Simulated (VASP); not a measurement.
# Mo (I4/mmm) in VASP: further runs

The runs below take Mo through single point, with PBEsol.

Everything below comes from runs of VASP 6.6.1. Logs are shortened: lines on timing, memory, paths and dates and some standing lists are left out, and cuts for length are marked.

**1. The cell of the first run**

It takes space group I4/mmm (No. 139, tetragonal). Conventional cell: a = 3.129 Å, b = 3.129 Å, c = 2.973 Å, α = 90.00°, β = 90.00°, γ = 90.00°. Mo (site symmetry 4/mmm) has 14 Mo at 2.67 to 3.13 Å within 3.5 Å.

**2. Single point, PBEsol (strain +0.000 along x and y, -0.050 along z)**

INCAR reads:

```
  ALGO = Fast
  EDIFF = 1E-6
  ENCUT = 520
  GGA = PS
  ISIF = 2
  ISMEAR = 0
  LASPH = True
  LCHARG = False
  LREAL = False
  LWAVE = False
  NBANDS = 13
  NELM = 80
  PREC = Accurate
  SIGMA = 0.15
```

KPOINTS reads:

```
k-points
0
Gamma
  26 26 26
```

POSCAR reads:

```
Mo
1.0
   -1.5646534271      1.5646534271      1.4864207557
    1.5646534271     -1.5646534271      1.4864207557
    1.5646534271      1.5646534271     -1.4864207557
Mo
1
Direct
    0.0000000000      0.0000000000      0.0000000000
```

Potentials or basis: VASP PAW PBE potentials, release 64 (Mo_sv).

Run with:

```sh
> cat potpaw_PBE.64/Mo_sv/POTCAR > POTCAR
> mpirun -np 1 vasp_std > vasp.out
```

OUTCAR:

```text
EDIFF = 1E-6
   ENCUT = 520
   GGA = PS
   ISIF = 2
   ISMEAR = 0
   LASPH = True
   LREAL = False
   NELM = 80
   PREC = Accurate

 ion  position               nearest neighbor table
   1  0.000  0.000  0.000-

  LATTYP: Found a body centered tetragonal cell.
 ALAT       =     3.1293068542
 C/A-ratio  =     0.9500000000

  Lattice vectors:

 A1 = (  -1.5646534271,   1.5646534271,   1.4864207557)
 A2 = (   1.5646534271,  -1.5646534271,   1.4864207557)
 A3 = (   1.5646534271,   1.5646534271,  -1.4864207557)

Analysis of symmetry for initial positions (statically):
=====================================================================
 Subroutine PRICEL returns:
 Original cell was already a primitive cell.

 Routine SETGRP: Setting up the symmetry group for a
 body centered tetragonal supercell.

 Subroutine GETGRP returns: Found 16 space group operations
 (whereof 16 operations were pure point group operations)
 out of a pool of 16 trial point group operations.

The static configuration has the point symmetry D_4h.

Analysis of symmetry for dynamics (positions and initial velocities):
=====================================================================
 Subroutine PRICEL returns:
 Original cell was already a primitive cell.

 Routine SETGRP: Setting up the symmetry group for a
 body centered tetragonal supercell.

 Subroutine GETGRP returns: Found 16 space group operations
 (whereof 16 operations were pure point group operations)
 out of a pool of 16 trial point group operations.

The dynamic configuration has the point symmetry D_4h.

 Subroutine INISYM returns: Found 16 space group operations
 (whereof 16 operations are pure point group operations),
 and found     1 'primitive' translations

----------------------------------------------------------------------------------------

                                     Primitive cell

  volume of cell :      14.5559

  direct lattice vectors                    reciprocal lattice vectors
    -1.564653427  1.564653427  1.486420756     0.000000000  0.319559585  0.336378511
     1.564653427 -1.564653427  1.486420756     0.319559585  0.000000000  0.336378511
     1.564653427  1.564653427 -1.486420756     0.319559585  0.319559585  0.000000000

  length of vectors
     2.665657022  2.665657022  2.665657022     0.463970722  0.463970722  0.451925499

  position of ions in fractional coordinates (direct lattice)
     0.000000000  0.000000000  0.000000000

  ion indices of the primitive-cell ions
   primitive index   ion index
                 1           1

----------------------------------------------------------------------------------------

 KPOINTS: k-points

Automatic generation of k-mesh.
 Grid dimensions read from file:
 generate k-points for:   26   26   26

 Generating k-lattice:

  Cartesian coordinates                     Fractional coordinates (reciprocal lattice)
     0.000000000  0.012290753  0.012937635     0.038461538  0.000000000  0.000000000
     0.012290753  0.000000000  0.012937635     0.000000000  0.038461538  0.000000000
     0.012290753  0.012290753  0.000000000     0.000000000  0.000000000  0.038461538

  Length of vectors
     0.017845028  0.017845028  0.017381750

  Shift w.r.t. Gamma in fractional coordinates (k-lattice)
     0.000000000  0.000000000  0.000000000

 Subroutine IBZKPT returns following result:
 ===========================================

 Found   1330 irreducible k-points:

 Following reciprocal coordinates:
            Coordinates               Weight
  0.000000  0.000000  0.000000      1.000000
  0.038462  0.000000  0.000000      8.000000
  0.076923  0.000000  0.000000      8.000000
  0.115385  0.000000 -0.000000      8.000000
  0.153846 -0.000000  0.000000      8.000000
  0.192308  0.000000  0.000000      8.000000
[... 16 lines left out ...]
  0.346154  0.038462  0.000000     16.000000
  0.384615  0.038462  0.000000     16.000000
 [... further k-points ...]
   k-points           NKPTS =   1330   k-points in BZ     NKDIM =   1330   number of bands    NBANDS=     13
   number of dos      NEDOS =    301   number of ions     NIONS =      1
   total plane-waves  NPLWV =   8000
   dimension x,y,z NGX =    20 NGY =   20 NGZ =   20
   dimension x,y,z NGXF=    40 NGYF=   40 NGZF=   40
   ions per type =               1
   NGX,Y,Z   is equivalent  to a cutoff of  12.47, 12.47, 12.47 a.u.
   NGXF,Y,Z  is equivalent  to a cutoff of  24.95, 24.95, 24.95 a.u.
 SYSTEM =  unknown system
   PREC   = accura    normal or accurate (medium, high low for compatibility)
   ISTART =      0    job   : 0-new  1-cont  2-samecut
   ICHARG =      2    charge: 1-file 2-atom 10-const
   ISPIN  =      1    spin polarized calculation?
   LNONCOLLINEAR =      F non collinear calculations
   LSORBIT =      F    spin-orbit coupling
   LASPH  =      T    aspherical Exc in radial PAW
   ENCUT  =  520.0 eV  38.22 Ry    6.18 a.u.   4.96  4.96  4.96*2*pi/ulx,y,z
   NELM   =     80;   NELMIN=  2; NELMDL= -5     # of ELM steps
   EDIFF  = 0.1E-05   stopping-criterion for ELM
   LREAL  =      F    real-space projection
   EDIFFG = 0.1E-04   stopping-criterion for IOM
   NSW    =      0    number of steps for IOM
   IBRION =     -1    ionic relax: 0-MD 1-quasi-New 2-CG
   NFREE  =      0    steps in history (QN), initial steepest desc. (CG)
   ISIF   =      2    stress and relaxation
   ISYM   =      2    0-nonsym 1-usesym 2-fastsym
   POTIM  = 0.5000    time-step for ionic-motion
   TEBEG  =    0.0;   TEEND  =   0.0 temperature during run
   PSTRESS=    0.0 pullay stress
   NELECT =      14.0000    total number of electrons
   NUPDOWN=      -1.0000    fix difference up-down
   EMIN   =  10.00;   EMAX   =-10.00  energy-range for DOS
   EFERMI =   0.00;   METHOD = LEGACY
   ISMEAR =     0;   SIGMA  =   0.15  broadening in eV -4-tet -1-fermi 0-gaus
   EFERMI_NEDOS =   21; number of points for ismear=-14 and -15
   IALGO  =     68    algorithm
   IMIX   =      4    mixing-type and parameters
     AMIX     =   0.40;   BMIX     =  1.00
     AMIX_MAG =   1.60;   BMIX_MAG =  1.00
  volume/ion in A,a.u.               =      14.56        98.23
  Fermi-wavevector in a.u.,A,eV,Ry     =   1.615988  3.053775 35.530492  2.611417
  Thomas-Fermi vector in A             =   2.710647
   LORBIT       =      0    0 simple, 1 ext, 2 COOP (PROOUT), +10 PAW based schemes
   GGA     = PS    functional components
   LHFCALC =     F    Hartree Fock is set to
   AEXX    =    0.0000 exact exchange contribution
   IVDW    =     0    specifies the selected vdW correction
   LEPSILON=     F    determine dielectric tensor
   LRPA    =     F    only Hartree local field effects (RPA)
 non-spin polarized calculation
 RMM-DIIS sequential band-by-band and
 Gauss-broadening in eV      SIGMA  =   0.15
  energy-cutoff  :      520.00
  volume of cell :       14.56
 maximum number of plane-waves:       408
   NGX =  9   NGY =  9   NGZ =  9

 number of electron      14.0000001 magnetization

 Free energy of the ion-electron system (eV)
  ---------------------------------------------------
  ext. energy  EPLUGINS =         0.00000000
  ---------------------------------------------------
  free energy    TOTEN  =       -11.71191420 eV

  energy without entropy =      -11.70478046  energy(sigma->0) =      -11.70834733

 E-fermi :  13.6505     XC(G=0): -13.9346

 val. band max:       13.6440266646   @ k =  -0.2692   0.3462   0.1923
 cond. band min:      13.6546073162   @ k =  -0.1923  -0.1923   0.0769
 fundamental gap:      0.0105806516
 Fermi energy:        13.6504925488

 k-point     1 :       0.0000    0.0000    0.0000
  band No.  band energies     occupation
      1     -47.5635      2.00000
      2     -20.6737      2.00000
      3     -20.6737      2.00000
      4     -20.6456      2.00000
      5       6.1418      2.00000
      6      11.7161      2.00000
      7      12.3854      2.00000
      8      12.3854      2.00000
      9      14.9550      0.00000
     10      15.8340      0.00000
     11      28.2313      0.00000
     12      28.2313      0.00000
     13      29.2943      0.00000

 k-point     2 :       0.0385    0.0000    0.0000
  band No.  band energies     occupation
      1     -47.5584      2.00000
      2     -20.6928      2.00000
      3     -20.6824      2.00000
      4     -20.6551      2.00000
      5       6.2153      2.00000
      6      11.7292      2.00000
      7      12.3737      2.00000
      8      12.3952      2.00000
      9      14.9481      0.00000
     10      15.7786      0.00000
     11      28.3525      0.00000
     12      28.3579      0.00000
     13      29.3868      0.00000

 k-point     3 :       0.0769    0.0000    0.0000
  band No.  band energies     occupation
      1     -47.5433      2.00000
      2     -20.7697      2.00000
      3     -20.7079      2.00000
      4     -20.6617      2.00000
      5       6.4304      2.00000
      6      11.7168      2.00000
      7      12.3326      2.00000
      8      12.4806      2.00000
      9      14.9277      0.00000
     10      15.6443      0.00000
     11      28.6656      0.00000
     12      28.7317      0.00000
     13      29.6625      0.00000
[... 305 lines left out ...]
 k-point    23 :       0.3462    0.0385    0.0000
  band No.  band energies     occupation
      1     -47.2609      2.00000
      2     -22.1421      2.00000
      3     -21.1562      2.00000
      4     -20.7185      2.00000
      5       8.2055      2.00000
      6      10.0028      2.00000
      7      13.5900      1.43181
      8      15.4324      0.00000
      9      16.2952      0.00000
     10      17.3171      0.00000
     11      26.9439      0.00000
     12      28.5424      0.00000
     13      34.0316      0.00000

 k-point    24 :       0.3846    0.0385    0.0000
  band No.  band energies     occupation
      1     -47.2316      2.00000
      2     -22.2714      2.00000
      3     -21.2018      2.00000
      4     -20.7222      2.00000
      5       8.0562      2.00000
      6       9.8481      2.00000
      7      14.2584      0.00000
      8      15.6281      0.00000
      9      16.4819      0.00000
     10      18.0872      0.00000
     11      26.3886      0.00000
     12      27.6706      0.00000
     13      32.8385      0.00000

 [... further k-points ...]

------------------------ aborting loop because EDIFF is reached ----------------------------------------

  FORCE on cell =-STRESS in cart. coord.  units (eV):
  Direction    XX          YY          ZZ          XY          YZ          ZX
  --------------------------------------------------------------------------------------
  -------------------------------------------------------------------------------------
  Total        0.9865038      0.9865038      2.7041514      0.0000000      0.0000000     -0.0000000
  in kB      108.5853648    108.5853648    297.6483756      0.0000000      0.0000000     -0.0000000
  external PRESSURE =     171.6063684 kB  Pullay stress =       0.0000000 kB

 VOLUME and BASIS-vectors are now :
 -----------------------------------------------------------------------------
  energy-cutoff  :      520.00
  volume of cell :       14.56
      direct lattice vectors                 reciprocal lattice vectors
    -1.564653427  1.564653427  1.486420756     0.000000000  0.319559585  0.336378511
     1.564653427 -1.564653427  1.486420756     0.319559585  0.000000000  0.336378511
     1.564653427  1.564653427 -1.486420756     0.319559585  0.319559585  0.000000000

 POSITION                                       TOTAL-FORCE (eV/Angst)
 -----------------------------------------------------------------------------------
      0.00000      0.00000      0.00000        -0.000000      0.000000      0.000000
 -----------------------------------------------------------------------------------
    total drift:                                0.000000      0.000000      0.000000

  FREE ENERGIE OF THE ION-ELECTRON SYSTEM (eV)
  ---------------------------------------------------
  free  energy   TOTEN  =       -11.7119142020 eV

  energy  without entropy=      -11.7047804619  energy(sigma->0) =      -11.70834733
```

It took 82 s on 1 thread of Intel Xeon 6975P-C (Granite Rapids), shared host; peak memory 0.32 GiB.

Results:

| Quantity | Value |
| --- | --- |
| Free energy | -11.7119 eV |
| Pressure | 17.2 GPa |
| Band gap on the k mesh | zero (bands 7 and 8 overlap by 5.79 eV) |

Stress tensor (GPa, compression positive):
```
10.86  0.00  0.00
 0.00 10.86  0.00
 0.00  0.00 29.76
```

Caveat: the cell differs from its parent crystal (strain +0.000 along x and y, -0.050 along z); the stress differs along the axes, from 11 to 30 GPa; the PAW data sets were made with another functional, which shifts forces and pressure a little.

**3. Single point, PBEsol (strain -0.025 along x and y, +0.000 along z)**

INCAR reads:

```
SYSTEM = Mo
PREC = Accurate ; ENCUT = 520
EDIFF = 1E-6 ; ISMEAR = 0
SIGMA = 0.15 ; LREAL = .FALSE.
LASPH = .TRUE. ; NELM = 60
ALGO = Fast ; ISIF = 2
LWAVE = .FALSE. ; LCHARG = .FALSE.
GGA = PS ; NBANDS = 13
```

KPOINTS reads:

```
Automatic mesh
0
G
  26 26 26
  0 0 0
```

POSCAR reads:

```
Mo
1.0
   -1.5255370914      1.5255370914      1.5646534271
    1.5255370914     -1.5255370914      1.5646534271
    1.5255370914      1.5255370914     -1.5646534271
Mo
1
Direct
    0.0000000000      0.0000000000      0.0000000000
```

Potentials or basis: VASP PAW PBE potentials, release 64 (Mo_sv).

Run with:

```sh
> cat potpaw_PBE.64/Mo_sv/POTCAR > POTCAR
> mpirun -np 1 vasp_std > vasp.out
```

It took 80 s on 1 thread of Intel Xeon 6975P-C (Granite Rapids), shared host; peak memory 0.33 GiB.

Results (log left out):

- Free energy: -11.7355 eV
- Pressure: 16.6 GPa
- Band gap on the k mesh: zero (bands 7 and 8 overlap by 5.72 eV)

Stress tensor (GPa, compression positive):
```
19.66  0.00  0.00
 0.00 19.66  0.00
 0.00  0.00 10.60
```

Levels at points of the mesh, in eV from the Fermi level:
| k point | band 3 | band 4 | band 5 | band 6 | band 7 | band 8 | band 9 | band 10 | band 11 | band 12 |
| --- | --- | --- | --- | --- | --- | --- | --- | --- | --- | --- |
| (0.00, 0.00, 0.00) | -34.31 | -34.31 | -7.50 | -1.61 | -1.61 | -1.29 | 1.56 | 1.98 | 14.57 | 15.08 |
| (0.50, 0.00, 0.00) | -34.85 | -34.32 | -5.78 | -3.65 | 1.66 | 1.83 | 2.54 | 5.27 | 12.09 | 12.69 |
| (0.50, 0.50, 0.00) | -34.89 | -34.36 | -5.83 | -3.98 | 2.05 | 2.13 | 2.69 | 5.35 | 12.03 | 12.95 |
| (0.50, 0.50, 0.50) | -35.48 | -35.48 | -6.07 | -6.00 | 4.37 | 4.47 | 4.47 | 9.16 | 9.82 | 9.82 |

Caveat: the cell differs from its parent crystal (strain -0.025 along x and y, +0.000 along z); the stress differs along the axes, from 11 to 20 GPa; the PAW data sets were made with another functional, which shifts forces and pressure a little.

**4. Single point, PBEsol (strain +0.000 along x and y, -0.025 along z)**

INCAR reads:

```
ALGO = Fast ; EDIFF = 1E-6
ENCUT = 520 ; GGA = PS
ISIF = 2 ; ISMEAR = 0
LASPH = T ; LCHARG = F
LREAL = F ; LWAVE = F
NBANDS = 13 ; NELM = 100
PREC = Accurate ; SIGMA = 0.15
```

KPOINTS reads:

```
k-points
0
Gamma
  26 26 26
```

POSCAR reads:

```
Mo
1.0
   -1.5646534271      1.5646534271      1.5255370914
    1.5646534271     -1.5646534271      1.5255370914
    1.5646534271      1.5646534271     -1.5255370914
Mo
1
Direct
    0.0000000000      0.0000000000      0.0000000000
```

Run with:

```sh
> cat potpaw_PBE.64/Mo_sv/POTCAR > POTCAR
> mpirun -np 1 vasp_std > vasp.out
```

Wall time 79 s (1 thread of Intel Xeon 6975P-C (Granite Rapids), shared host); peak memory 0.33 GiB.

It converged, with:

- Free energy: -11.7643 eV
- Pressure: 8.3 GPa
- Band gap on the k mesh: zero (bands 7 and 8 overlap by 5.65 eV)

Stress tensor (GPa, compression positive):
```
 5.31  0.00  0.00
 0.00  5.31  0.00
 0.00  0.00 14.24
```

Levels at points of the mesh, in eV from the Fermi level:
| k point | band 5 | band 6 | band 7 | band 8 | band 9 | band 10 |
| --- | --- | --- | --- | --- | --- | --- |
| (0.00, 0.00, 0.00) | -7.42 | -1.65 | -1.34 | -1.34 | 1.52 | 1.93 |
| (0.50, 0.00, 0.00) | -5.64 | -3.73 | 1.87 | 1.87 | 2.60 | 5.13 |
| (0.50, 0.50, 0.00) | -5.60 | -3.40 | 1.53 | 1.65 | 2.33 | 5.07 |
| (0.50, 0.50, 0.50) | -5.86 | -5.79 | 4.25 | 4.25 | 4.35 | 9.17 |

Caveat: the cell differs from its parent crystal (strain +0.000 along x and y, -0.025 along z); the stress differs along the axes, from 5 to 14 GPa; the PAW data sets were made with another functional, which shifts forces and pressure a little.

**5. Overview**

```csv
cell,gap on the mesh (eV),pressure (GPa)
"a = 2.666 Å, angles 108.1, 108.1, 112.2°, 1 atom",none,17.2
"a = 2.665 Å, angles 110.2, 110.2, 108.1°, 1 atom",none,16.6
"a = 2.688 Å, angles 108.8, 108.8, 110.8°, 1 atom",none,8.3
```

Alike in all rows: task single point; level PBEsol; potentials or basis VASP PAW PBE potentials, release 64 (Mo_sv); no spin polarisation; k mesh 26 × 26 × 26; cutoff (eV) 520; smearing gaussian 0.15 eV.

Caveats: the PAW data sets were made with another functional, which shifts forces and pressure a little; the stress differs along the axes, from 11 to 30 GPa (at least some runs); the stress differs along the axes, from 11 to 20 GPa (at least some runs); the stress differs along the axes, from 5 to 14 GPa (at least some runs).

Absolute energies hang on the potentials; compare differences alone.
